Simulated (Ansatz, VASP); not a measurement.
## CsPbBr3 in VASP and in Ansatz

```
CELL_PARAMETERS angstrom
5.88293 0.00000 0.00000
0.00000 5.88293 0.00000
0.00000 0.00000 5.88293
ATOMIC_POSITIONS crystal
Cs 0.00000 0.00000 0.00000
Pb 0.50000 0.50000 0.50000
Br 0.50000 0.50000 0.00000
Br 0.50000 0.00000 0.50000
Br 0.00000 0.50000 0.50000
```

Alike in both runs: task single point; functional r2SCAN; k mesh 4 × 4 × 4; no spin polarisation.

```csv
,VASP,Ansatz
version,VASP 6.6.1,Ansatz 0.2.0
potentials or method,"VASP PAW PBE potentials, release 64 (Cs_sv, Pb_d, Br)","plane waves, PAW"
plane-wave cutoff (eV),520,500
occupations,"gaussian, width 0.01 eV",fixed
valence electrons in the cell,44,44
```

|  | VASP | Ansatz | Ansatz less VASP |
| --- | --- | --- | --- |
| gap on the k mesh at the Fermi level (eV) | 1.93 | 1.92 | -0.013 |
| pressure (GPa) | 0.7 | 0.7 | 0.00 |

VASP's potentials were made for PBE, not for r2SCAN.

Neither program's run includes spin-orbit coupling.
